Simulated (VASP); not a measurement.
# V (C2/c) in VASP: a series of runs, part 2 of 2

VASP 6.6.1. Earlier steps stand in the parts before.

## 4. Single point, RPBE (15.67 Å³/atom)

This run uses another cell than the first one, of 15.67 Å³/atom.

Input file INCAR:

```
ALGO     = Normal         # electronic algorithm
EDIFF    = 1E-7           # SCF threshold, eV
ENCUT    = 520            # plane-wave cutoff, eV
GGA      = RP             # functional
ISIF     = 2              # what is computed and relaxed
ISMEAR   = -1             # smearing method
LASPH    = T              # aspherical terms in the spheres
LCHARG   = F              # write CHGCAR
LREAL    = F              # projectors in reciprocal space
LWAVE    = F              # write WAVECAR
NBANDS   = 20             # bands
NELM     = 80             # most SCF steps
PREC     = Accurate       # precision mode
SIGMA    = 0.1            # smearing width, eV
```

Input file KPOINTS:

```
k-points
0
Gamma
  16 16 14
```

Input file POSCAR:

```
V
1.0
   -3.3028672781      3.3021847245      1.2918252642
    3.3021847245     -3.3028672781      1.2918252642
    1.8364963620      1.8364963620     -1.2930753623
V
2
Direct
    0.0000083952      0.9999916048      0.0000000000
    0.7499916048      0.2500083952      0.5000000000
```

Potentials or basis: VASP PAW PBE potentials, release 64 (V_sv).

Launch:

```console
> cat potpaw_PBE.64/V_sv/POTCAR > POTCAR
> mpirun -np 1 vasp_std > vasp.out
```

OUTCAR:

```text
EDIFF = 1E-7
   ENCUT = 520
   GGA = RP
   ISIF = 2
   ISMEAR = -1
   LASPH = T
   LREAL = F
   NELM = 80
   PREC = Accurate

 ion  position               nearest neighbor table
   1  0.000  1.000  0.000-   2 2.75   2 2.75   2 2.75   2 2.75
   2  0.750  0.250  0.500-   1 2.75   1 2.75   1 2.75   1 2.75

  Warning from LATTYP: Got some problem with cell dimensions!
  Tried to take original basis but could not verify dimensions!
[... 747 lines left out ...]

------------------------ aborting loop because EDIFF is reached ----------------------------------------

  FORCE on cell =-STRESS in cart. coord.  units (eV):
  Direction    XX          YY          ZZ          XY          YZ          ZX
  --------------------------------------------------------------------------------------
  -------------------------------------------------------------------------------------
  Total       -2.9224454     -2.9224454     -2.8482288     -0.0672488      0.0036619      0.0036619
  in kB     -149.4299673   -149.4299673   -145.6351372     -3.4385553      0.1872395      0.1872399
  external PRESSURE =    -148.1650239 kB  Pullay stress =       0.0000000 kB

 VOLUME and BASIS-vectors are now :
 -----------------------------------------------------------------------------
  energy-cutoff  :      520.00
  volume of cell :       31.33
      direct lattice vectors                 reciprocal lattice vectors
    -3.302867278  3.302184725  1.291825264     0.060586226  0.211985488  0.387121259
     3.302184725 -3.302867278  1.291825264     0.211985488  0.060586226  0.387121259
     1.836496362  1.836496362 -1.293075362     0.272308202  0.272308202  0.000143878

 POSITION                                       TOTAL-FORCE (eV/Angst)
 -----------------------------------------------------------------------------------
      3.30213     -3.30281      1.29183         0.000897     -0.000897     -0.000000
     -0.73330      2.56911      0.64529        -0.000897      0.000897      0.000000
 -----------------------------------------------------------------------------------
    total drift:                                0.000000      0.000000     -0.000000

  FREE ENERGIE OF THE ION-ELECTRON SYSTEM (eV)
  ---------------------------------------------------
  free  energy   TOTEN  =       -16.6943894292 eV

  energy  without entropy=      -16.5844619398  energy(sigma->0) =      -16.63942568
```

OSZICAR:

```text
N       E                     dE             d eps       ncg     rms          rms(c)
DAV:   1     0.296452809531E+03    0.29645E+03   -0.15142E+04 38520   0.148E+03
DAV:   2    -0.108635591543E+02   -0.30732E+03   -0.30168E+03 39460   0.474E+02
DAV:   3    -0.195114579125E+02   -0.86479E+01   -0.84252E+01 43168   0.924E+01
DAV:   4    -0.196119279488E+02   -0.10047E+00   -0.10019E+00 39256   0.992E+00
DAV:   5    -0.196130738582E+02   -0.11459E-02   -0.11459E-02 41356   0.113E+00    0.207E+01
DAV:   6    -0.167297371750E+02    0.28833E+01   -0.14416E+01 38900   0.367E+01    0.216E+00
DAV:   7    -0.167077581885E+02    0.21979E-01   -0.11525E-01 39540   0.397E+00    0.117E+00
DAV:   8    -0.166942119220E+02    0.13546E-01   -0.15669E-02 45496   0.140E+00    0.147E-01
DAV:   9    -0.166943937481E+02   -0.18183E-03   -0.44991E-04 44196   0.255E-01    0.434E-02
DAV:  10    -0.166943950707E+02   -0.13226E-05   -0.31846E-05 46768   0.509E-02    0.175E-02
DAV:  11    -0.166943894095E+02    0.56612E-05   -0.56706E-06 38812   0.249E-02    0.236E-03
DAV:  12    -0.166943894292E+02   -0.19620E-07   -0.15940E-07 27848   0.436E-03
   1 F= -.16694389E+02 E0= -.16639426E+02  d E =-.109927E+00
```

stdout:

```text
POSCAR found type information on POSCAR V
 POSCAR found :  1 types and       2 ions
 scaLAPACK will be used
 -----------------------------------------------------------------------------
|                                                                             |
|                                                                             |
|     You enforced a specific xc type in the INCAR file but a different       |
|     I HOPE YOU KNOW WHAT YOU ARE DOING!                                     |
|                                                                             |
 -----------------------------------------------------------------------------

 LDA part: xc-table for (Slater+PW92), standard interpolation
 POSCAR, INCAR and KPOINTS ok, starting setup
 FFT: planning ... GRIDC
 FFT: planning ... GRID_SOFT
 FFT: planning ... GRID
 WAVECAR not read
 entering main loop
```

Run time: 3.9 min. Hardware: 1 thread of Intel Xeon 6975P-C (Granite Rapids), shared host; peak memory 0.56 GiB.

What came out:

```yaml
Free_energy: -16.6944 eV
Pressure: -14.8 GPa
Band_gap_on_the_k_mesh: zero (bands 13 and 14 overlap by 1.68 eV)
```

Caveat: the cell stands under tension; the PAW data sets were made with another functional, which shifts forces and pressure a little.

## 5. Summary

| cell | k mesh | gap on the mesh (eV) | pressure (GPa) |
| --- | --- | --- | --- |
| a = 4.666, b = 4.666, c = 2.794 Å, angles 96.8, 96.8, 149.1°, 2 atoms | 14 × 14 × 9 | none | 0.3 |
| a = 4.787, b = 4.787, c = 2.866 Å, angles 96.8, 96.8, 149.1°, 2 atoms | 16 × 16 × 14 | none | -10.8 |
| a = 4.846, b = 4.846, c = 2.901 Å, angles 96.8, 96.8, 149.1°, 2 atoms | 16 × 16 × 14 | none | -14.8 |

Alike in all rows: task single point; level RPBE; potentials or basis VASP PAW PBE potentials, release 64 (V_sv); no spin polarisation; cutoff (eV) 520; smearing fermi-dirac 0.1 eV.

Caveats: the PAW data sets were made with another functional, which shifts forces and pressure a little; the cell stands under tension (at least some runs).

Absolute energies hang on the potentials; compare differences alone.
